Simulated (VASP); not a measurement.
# Ta2N (P-31m) in VASP: notebook

Ta2N is run at these levels: PBE; tasks: single point.

Everything below comes from runs of VASP 6.6.1. Logs are shortened: lines on timing, memory, paths and dates and some standing lists are left out, and cuts for length are marked.

## 1. The cell of the first run

It takes space group P-31m (No. 162, trigonal). The conventional cell has a = 5.387 Å, b = 5.387 Å, c = 4.822 Å, α = 90.00°, β = 90.00°, γ = 120.00°. Ta (site symmetry m) has 3 N at 2.05 to 2.23 Å within 2.7 Å. N (site symmetry 32) has 6 Ta at 2.23 Å within 2.9 Å. Within 2.7 Å of N (site symmetry -3m) lie 6 Ta at 2.05 Å.

## 2. Single point, PBE

INCAR reads:

```
SYSTEM = Ta2N
  PREC = Accurate
  ENCUT = 520
  EDIFF = 1E-6
  ISMEAR = 0
  SIGMA = 0.15
  LREAL = .FALSE.
  LASPH = .TRUE.
  NELM = 80
  ALGO = Normal
  ISIF = 2
  LWAVE = .FALSE.
  LCHARG = .TRUE.
  GGA = PE
  LELF = .TRUE.
  LVHAR = .TRUE.
  NBANDS = 50
```

KPOINTS reads:

```
regular mesh
0
G
  9 9 8
  0 0 0
```

POSCAR reads:

```
Ta2N
1.0
    5.3869773103      0.0000000000      0.0000000000
   -2.6934886551      4.6652592004      0.0000000000
    0.0000000000      0.0000000000      4.8224220882
Ta N
6 3
Direct
    0.6905948076      0.6905948076      0.7528547364
    0.0000000000      0.3094051924      0.7528547364
    0.3094051924      0.0000000000      0.7528547364
    0.3094051924      0.3094051924      0.2471452636
    0.0000000000      0.6905948076      0.2471452636
    0.6905948076      0.0000000000      0.2471452636
    0.6666666667      0.3333333333      0.5000000000
    0.3333333333      0.6666666667      0.5000000000
    0.0000000000      0.0000000000      0.0000000000
```

Potentials or basis: VASP PAW PBE potentials, release 64 (Ta_pv, N).

Run with:

```bash
> cat potpaw_PBE.64/Ta_pv/POTCAR potpaw_PBE.64/N/POTCAR > POTCAR
> mpirun -np 1 vasp_std > vasp.out
```

OUTCAR:

```text
SYSTEM = Ta2N
   PREC = Accurate
   ENCUT = 520
   EDIFF = 1E-6
   ISMEAR = 0
   LREAL = .FALSE.
   LASPH = .TRUE.
   NELM = 80
   ISIF = 2
   GGA = PE

 ion  position               nearest neighbor table
   1  0.691  0.691  0.753-   9 2.05   8 2.23   7 2.23   3 2.89   2 2.89   5 2.91   6 2.91   5 2.95
                             6 2.95   4 3.15   4 3.19   3 3.23   2 3.23   2 3.23   3 3.23
   2  0.000  0.309  0.753-   9 2.05   7 2.23   8 2.23   3 2.89   1 2.89   4 2.91   6 2.91   4 2.95
                             6 2.95   5 3.15   5 3.19   1 3.23   3 3.23   1 3.23   3 3.23
   3  0.309  0.000  0.753-   9 2.05   8 2.23   7 2.23   2 2.89   1 2.89   4 2.91   5 2.91   4 2.95
                             5 2.95   6 3.15   6 3.19   1 3.23   2 3.23   2 3.23   1 3.23
   4  0.309  0.309  0.247-   9 2.05   7 2.23   8 2.23   6 2.89   5 2.89   2 2.91   3 2.91   2 2.95
                             3 2.95   1 3.15   1 3.19   6 3.23   5 3.23   5 3.23   6 3.23
   5  0.000  0.691  0.247-   9 2.05   8 2.23   7 2.23   6 2.89   4 2.89   1 2.91   3 2.91   1 2.95
                             3 2.95   2 3.15   2 3.19   4 3.23   6 3.23   4 3.23   6 3.23
   6  0.691  0.000  0.247-   9 2.05   7 2.23   8 2.23   5 2.89   4 2.89   1 2.91   2 2.91   1 2.95
                             2 2.95   3 3.15   3 3.19   4 3.23   5 3.23   5 3.23   4 3.23
   7  0.667  0.333  0.500-   2 2.23   6 2.23   3 2.23   5 2.23   4 2.23   1 2.23
   8  0.333  0.667  0.500-   5 2.23   3 2.23   6 2.23   2 2.23   1 2.23   4 2.23
   9  0.000  0.000  0.000-   3 2.05   6 2.05   5 2.05   2 2.05   1 2.05   4 2.05

  LATTYP: Found a hexagonal cell.
 ALAT       =     5.3869773103
 C/A-ratio  =     0.8952000000

  Lattice vectors:

 A1 = (   5.3869773103,   0.0000000000,   0.0000000000)
 A2 = (  -2.6934886551,   4.6652592004,   0.0000000000)
 A3 = (   0.0000000000,   0.0000000000,   4.8224220882)

Analysis of symmetry for initial positions (statically):
=====================================================================
 Subroutine PRICEL returns:
 Original cell was already a primitive cell.

 Routine SETGRP: Setting up the symmetry group for a
 hexagonal supercell.

 Subroutine GETGRP returns: Found 12 space group operations
 (whereof 12 operations were pure point group operations)
 out of a pool of 24 trial point group operations.

The static configuration has the point symmetry D_3d.

Analysis of symmetry for dynamics (positions and initial velocities):
=====================================================================
 Subroutine PRICEL returns:
 Original cell was already a primitive cell.

 Routine SETGRP: Setting up the symmetry group for a
 hexagonal supercell.

 Subroutine GETGRP returns: Found 12 space group operations
 (whereof 12 operations were pure point group operations)
 out of a pool of 24 trial point group operations.

The dynamic configuration has the point symmetry D_3d.

 Subroutine INISYM returns: Found 12 space group operations
 (whereof 12 operations are pure point group operations),
 and found     1 'primitive' translations

----------------------------------------------------------------------------------------

                                     Primitive cell

  volume of cell :     121.1954

  direct lattice vectors                    reciprocal lattice vectors
     5.386977310  0.000000000  0.000000000     0.185632859  0.107175181  0.000000000
    -2.693488655  4.665259200  0.000000000     0.000000000  0.214350362  0.000000000
     0.000000000  0.000000000  4.822422088     0.000000000  0.000000000  0.207364677

  length of vectors
     5.386977310  5.386977310  4.822422088     0.214350362  0.214350362  0.207364677

  position of ions in fractional coordinates (direct lattice)
     0.690594808  0.690594808  0.752854736
     0.000000000  0.309405192  0.752854736
     0.309405192  0.000000000  0.752854736
     0.309405192  0.309405192  0.247145264
     0.000000000  0.690594808  0.247145264
     0.690594808  0.000000000  0.247145264
     0.666666667  0.333333333  0.500000000
     0.333333333  0.666666667  0.500000000
     0.000000000  0.000000000  0.000000000

  ion indices of the primitive-cell ions
   primitive index   ion index
                 1           1
                 2           2
                 3           3
                 4           4
                 5           5
                 6           6
                 7           7
                 8           8
                 9           9

----------------------------------------------------------------------------------------

 KPOINTS: regular mesh

Automatic generation of k-mesh.
 Grid dimensions read from file:
 generate k-points for:    9    9    8

 Generating k-lattice:

  Cartesian coordinates                     Fractional coordinates (reciprocal lattice)
     0.020625873  0.011908353  0.000000000     0.111111111  0.000000000  0.000000000
     0.000000000  0.023816707  0.000000000     0.000000000  0.111111111  0.000000000
     0.000000000  0.000000000  0.025920585     0.000000000  0.000000000  0.125000000

  Length of vectors
     0.023816707  0.023816707  0.025920585

  Shift w.r.t. Gamma in fractional coordinates (k-lattice)
     0.000000000  0.000000000  0.000000000

 Subroutine IBZKPT returns following result:
 ===========================================

 Found     81 irreducible k-points:

 Following reciprocal coordinates:
            Coordinates               Weight
  0.000000  0.000000  0.000000      1.000000
  0.111111  0.000000  0.000000      6.000000
  0.222222  0.000000  0.000000      6.000000
  0.333333  0.000000  0.000000      6.000000
  0.444444  0.000000  0.000000      6.000000
  0.111111  0.111111  0.000000      6.000000
[... 16 lines left out ...]
 -0.111111  0.444444  0.125000     12.000000
  0.444444  0.111111  0.125000      6.000000
 [... further k-points ...]
   k-points           NKPTS =     81   k-points in BZ     NKDIM =     81   number of bands    NBANDS=     50
   number of dos      NEDOS =    301   number of ions     NIONS =      9
   total plane-waves  NPLWV =  57600
   dimension x,y,z NGX =    40 NGY =   40 NGZ =   36
   dimension x,y,z NGXF=    80 NGYF=   80 NGZF=   72
   ions per type =               6   3
   NGX,Y,Z   is equivalent  to a cutoff of  12.34, 12.34, 12.41 a.u.
   NGXF,Y,Z  is equivalent  to a cutoff of  24.69, 24.69, 24.82 a.u.
 SYSTEM =  Ta2N
   PREC   = accura    normal or accurate (medium, high low for compatibility)
   ISTART =      0    job   : 0-new  1-cont  2-samecut
   ICHARG =      2    charge: 1-file 2-atom 10-const
   ISPIN  =      1    spin polarized calculation?
   LNONCOLLINEAR =      F non collinear calculations
   LSORBIT =      F    spin-orbit coupling
   LASPH  =      T    aspherical Exc in radial PAW
   ENCUT  =  520.0 eV  38.22 Ry    6.18 a.u.  10.02 10.02  8.97*2*pi/ulx,y,z
   NELM   =     80;   NELMIN=  2; NELMDL= -5     # of ELM steps
   EDIFF  = 0.1E-05   stopping-criterion for ELM
   LREAL  =      F    real-space projection
   EDIFFG = 0.1E-04   stopping-criterion for IOM
   NSW    =      0    number of steps for IOM
   IBRION =     -1    ionic relax: 0-MD 1-quasi-New 2-CG
   NFREE  =      0    steps in history (QN), initial steepest desc. (CG)
   ISIF   =      2    stress and relaxation
   ISYM   =      2    0-nonsym 1-usesym 2-fastsym
   POTIM  = 0.5000    time-step for ionic-motion
   TEBEG  =    0.0;   TEEND  =   0.0 temperature during run
   PSTRESS=    0.0 pullay stress
   NELECT =      81.0000    total number of electrons
   NUPDOWN=      -1.0000    fix difference up-down
   EMIN   =  10.00;   EMAX   =-10.00  energy-range for DOS
   EFERMI =   0.00;   METHOD = LEGACY
   ISMEAR =     0;   SIGMA  =   0.15  broadening in eV -4-tet -1-fermi 0-gaus
   EFERMI_NEDOS =   21; number of points for ismear=-14 and -15
   IALGO  =     38    algorithm
   IMIX   =      4    mixing-type and parameters
     AMIX     =   0.40;   BMIX     =  1.00
     AMIX_MAG =   1.60;   BMIX_MAG =  1.00
  volume/ion in A,a.u.               =      13.47        90.87
  Fermi-wavevector in a.u.,A,eV,Ry     =   1.431334  2.704830 27.874505  2.048718
  Thomas-Fermi vector in A             =   2.551082
   LORBIT       =      0    0 simple, 1 ext, 2 COOP (PROOUT), +10 PAW based schemes
   GGA     = PE    functional components
   LHFCALC =     F    Hartree Fock is set to
   AEXX    =    0.0000 exact exchange contribution
   IVDW    =     0    specifies the selected vdW correction
   LEPSILON=     F    determine dielectric tensor
   LRPA    =     F    only Hartree local field effects (RPA)
 non-spin polarized calculation
 Gauss-broadening in eV      SIGMA  =   0.15
  energy-cutoff  :      520.00
  volume of cell :      121.20
 maximum number of plane-waves:      3290
   NGX = 21   NGY = 21   NGZ = 17

 number of electron      81.0000002 magnetization

 Free energy of the ion-electron system (eV)
  ---------------------------------------------------
  ext. energy  EPLUGINS =         0.00000000
  ---------------------------------------------------
  free energy    TOTEN  =      -102.84848031 eV

  energy without entropy =     -102.79968021  energy(sigma->0) =     -102.82408026

 E-fermi :   7.1479     XC(G=0): -12.8777

 val. band max:        7.1412075250   @ k =  -0.2222   0.4444   0.1250
 cond. band min:       7.1485024079   @ k =  -0.1111   0.4444   0.1250
 fundamental gap:      0.0072948829
 Fermi energy:         7.1479217803

 k-point     1 :       0.0000    0.0000    0.0000
  band No.  band energies     occupation
      1     -28.5776      2.00000
      2     -27.9219      2.00000
      3     -27.9219      2.00000
      4     -27.9067      2.00000
      5     -27.8684      2.00000
      6     -27.7959      2.00000
[... 42 lines left out ...]
     49      10.4545      0.00000
     50      10.6934      0.00000

 k-point     2 :       0.1111    0.0000    0.0000
  band No.  band energies     occupation
      1     -28.5665      2.00000
      2     -27.9488      2.00000
      3     -27.9338      2.00000
      4     -27.9000      2.00000
      5     -27.8817      2.00000
      6     -27.8461      2.00000
[... 42 lines left out ...]
     49      10.3331      0.00000
     50      10.6873      0.00000

 k-point     3 :       0.2222    0.0000    0.0000
  band No.  band energies     occupation
      1     -28.5357      2.00000
      2     -27.9863      2.00000
      3     -27.9587      2.00000
      4     -27.9291      2.00000
      5     -27.8713      2.00000
      6     -27.8558      2.00000
[... 42 lines left out ...]
     49      10.1976      0.00000
     50      10.8652      0.00000

 k-point     4 :       0.3333    0.0000    0.0000
  band No.  band energies     occupation
      1     -28.4947      2.00000
      2     -28.0236      2.00000
      3     -27.9713      2.00000
      4     -27.9489      2.00000
      5     -27.8883      2.00000
      6     -27.8276      2.00000
[... 999 lines left out ...]
 k-point    23 :      -0.1111    0.4444    0.1250
  band No.  band energies     occupation
      1     -28.4491      2.00000
      2     -28.0897      2.00000
      3     -28.0398      2.00000
      4     -27.9594      2.00000
      5     -27.8572      2.00000
      6     -27.7849      2.00000
[... 42 lines left out ...]
     49      10.2239      0.00000
     50      10.6229      0.00000

 k-point    24 :       0.4444    0.1111    0.1250
  band No.  band energies     occupation
      1     -28.4716      2.00000
      2     -28.0254      2.00000
      3     -27.9905      2.00000
      4     -27.9445      2.00000
      5     -27.8802      2.00000
      6     -27.7697      2.00000
[... 42 lines left out ...]
     49      10.2491      0.00000
     50      10.3811      0.00000

 [... further k-points ...]
[... 5 lines left out ...]
  --------------------------------------------------------------------------------------
  -------------------------------------------------------------------------------------
  Total        2.6204598      2.6204598      9.5821880      0.0000000      0.0000000      0.0000000
  in kB       34.6419190     34.6419190    126.6744792      0.0000000      0.0000000      0.0000000
  external PRESSURE =      65.3194390 kB  Pullay stress =       0.0000000 kB

 VOLUME and BASIS-vectors are now :
 -----------------------------------------------------------------------------
  energy-cutoff  :      520.00
  volume of cell :      121.20
      direct lattice vectors                 reciprocal lattice vectors
     5.386977310  0.000000000  0.000000000     0.185632859  0.107175181  0.000000000
    -2.693488655  4.665259200  0.000000000     0.000000000  0.214350362  0.000000000
     0.000000000  0.000000000  4.822422088     0.000000000  0.000000000  0.207364677

 POSITION                                       TOTAL-FORCE (eV/Angst)
 -----------------------------------------------------------------------------------
      1.86011      3.22180      3.63058        -1.682591     -2.914333     -1.459162
     -0.83338      1.44346      3.63058        -1.682591      2.914333     -1.459162
      1.66676      0.00000      3.63058         3.365182     -0.000000     -1.459162
      0.83338      1.44346      1.19184         1.682591      2.914333      1.459162
     -1.86011      3.22180      1.19184         1.682591     -2.914333      1.459162
      3.72022      0.00000      1.19184        -3.365182     -0.000000      1.459162
      2.69349      1.55509      2.41121         0.000000     -0.000000      0.000000
     -0.00000      3.11017      2.41121         0.000000     -0.000000      0.000000
      0.00000      0.00000      0.00000         0.000000     -0.000000      0.000000
 -----------------------------------------------------------------------------------
    total drift:                                0.000000     -0.000000      0.000000

  FREE ENERGIE OF THE ION-ELECTRON SYSTEM (eV)
  ---------------------------------------------------
  free  energy   TOTEN  =      -102.8484803145 eV

  energy  without entropy=     -102.7996802131  energy(sigma->0) =     -102.82408026
```

Run time: 15 min. Hardware: 1 thread of Intel Xeon 8259CL, shared host; peak memory 0.47 GiB.

Results:

```
Free energy            : -102.8485 eV
Pressure               : 6.5 GPa
Largest force          : 3.668 eV/Å
Band gap on the k mesh : zero (an odd number of electrons rules out a gap without spin polarisation)
```

Forces in eV/Å, atoms in the order of the input:
```
Ta  -1.683 -2.914 -1.459
Ta  -1.683  2.914 -1.459
Ta   3.365  0.000 -1.459
Ta   1.683  2.914  1.459
Ta   1.683 -2.914  1.459
Ta  -3.365  0.000  1.459
N    0.000  0.000  0.000
N    0.000  0.000  0.000
N    0.000  0.000  0.000
```

Stress tensor (GPa, compression positive):
```
 3.46  0.00  0.00
 0.00  3.46  0.00
 0.00  0.00 12.67
```

Caveat: the cell stands under pressure; spin-orbit coupling is left out, which moves the levels of the heavy elements; forces of over 1 eV/Å act on the atoms, so gaps and moduli don't describe the material at rest.

(Part 1 of 2 ends here.)
